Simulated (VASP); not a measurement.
Crystal: Sb2Pt.

```
Pt Sb
1.0
     3.60878    0.00000    0.00000
    -1.80439    3.12529    0.00000
     0.00000    0.00000    5.82171
Pt Sb
1 2
Direct
  0.00000 0.00000 0.00000
  0.33333 0.66667 0.25200
  0.66667 0.33333 0.74800
```

| Property | Result |
| --- | --- |
| Program | VASP 6.6.1 |
| Task | relaxation of cell and atoms |
| Functional | PBE |
| Potentials or basis | VASP PAW PBE potentials, release 64 (Pt, Sb) |
| Cutoff | 600 eV |
| k mesh | 12 × 12 × 6 |
| Occupations | gaussian, width 0.05 eV |
| Spin | no spin polarisation |

At the start: pressure 24.5 GPa; volume 21.89 Å³/atom.

Question: How do energy, volume and symmetry change on relaxing?

Answer: Over 14 steps the energy falls by 348.2 meV/atom and the volume is 24.50 Å³/atom (+11.9 %); space group P-3m1 (No. 164, to 0.1 Å) before and after.

The path:
```tsv
step	energy change (eV)	largest force (eV/Å)	pressure (GPa)	volume (Å³)
1	0.0000	2.7544	24.50	65.66
2	0.9007	1.6019	-14.11	102.74
3	-0.8602	0.1164	-2.31	77.86
4	-0.8676	0.0151	-1.13	76.94
5	-0.8683	0.0708	-0.64	76.57
6	-0.9309	0.1497	-0.54	75.98
7	-1.0149	0.1257	-0.09	74.62
8	-0.9876	0.1088	2.24	71.03
9	-1.0421	0.0958	0.49	73.43
10	-1.0433	0.0651	0.78	72.95
11	-1.0436	0.0738	0.72	73.05
12	-1.0361	0.1896	-1.77	74.74
13	-1.0447	0.0012	0.02	73.50
14	-1.0447	0.0001	0.01	73.51
```

Final structure:
```
CELL_PARAMETERS angstrom
4.02596 0.00000 0.00000
-2.01298 3.48658 0.00000
0.00000 0.00000 5.23660
ATOMIC_POSITIONS crystal
Pt 0.00000 0.00000 0.00000
Sb 0.33333 0.66667 0.26479
Sb 0.66667 0.33333 0.73521
```
